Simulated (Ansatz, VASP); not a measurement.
One calculation of Co, two programs

```
CELL_PARAMETERS angstrom
2.50540 0.00000 0.00000
-1.25270 2.16974 0.00000
0.00000 0.00000 4.08930
ATOMIC_POSITIONS crystal
Co 0.33333 0.66667 0.25000
Co 0.66667 0.33333 0.75000
```

Alike in both runs: task single point; functional PBE; k mesh 13 × 13 × 7; occupations fermi-dirac, width 0.05 eV; collinear spin.

|  | VASP | Ansatz |
| --- | --- | --- |
| version | VASP 6.6.1 | Ansatz 0.2.0 |
| potentials or method | VASP PAW PBE potentials, release 64 (Co), cutoff 520 eV | PAW, plane waves, scalar-relativistic |
| valence electrons in the cell | 18 | 34 |

Ansatz gave:

```
pressure (GPa)                                                : -4.8
traceless stress, the component that is largest in VASP (GPa) : -1.59
net moment per atom (μB)                                      : 1.62
size of the moment on the site where the two differ most (μB) : 1.70
```

Task: Which values does VASP return?

Result: Pressure (GPa): -5.4; traceless stress, the component that is largest in VASP (GPa): -1.64; net moment per atom (μB): 1.62; size of the moment on the site where the two differ most (μB): 1.64.

Site moments also hang on the region over which each program counts them. The functional is the same, so the differences come from potentials, cutoffs and numerics. VASP's potentials hold 18 valence electrons a cell and Ansatz's 34, so a difference there can come from the potentials and not from the codes.
